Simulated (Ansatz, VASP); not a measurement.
## One calculation of LiTi, two programs

```
Li Ti
1.0
     3.17297    0.00000    0.00000
     0.00000    3.17297    0.00000
     0.00000    0.00000    3.17297
Li Ti
1 1
Direct
  0.00000 0.00000 0.00000
  0.50000 0.50000 0.50000
```

Alike in both runs: task relaxation of cell and atoms; functional PBE; k mesh 18 × 18 × 18; occupations gaussian, width 0.1 eV; no spin polarisation.

|  | VASP | Ansatz |
| --- | --- | --- |
| version | VASP 6.6.1 | Ansatz 0.2.0 |
| potentials or method | VASP PAW PBE potentials, release 64 (Li_sv, Ti_sv), cutoff 600 eV | scalar-relativistic, plane waves, PAW |
| valence electrons in the cell | 15 | 15 |

```tsv
	VASP	Ansatz	Ansatz less VASP
gap on the k mesh at the Fermi level, each at its own relaxed structure (eV)	none	none	-
relaxed volume (Å³/atom)	15.97	16.00	+0.026
relaxed cell length with the largest relative difference (Å)	3.173	3.175	+0.0017
```

A gap of «none» marks a metal or a gap that the smearing closes.

Noted on VASP's run: the cutoff is short for stress, so the pressure is rough; the relaxation stopped at its first step, so nothing moved.
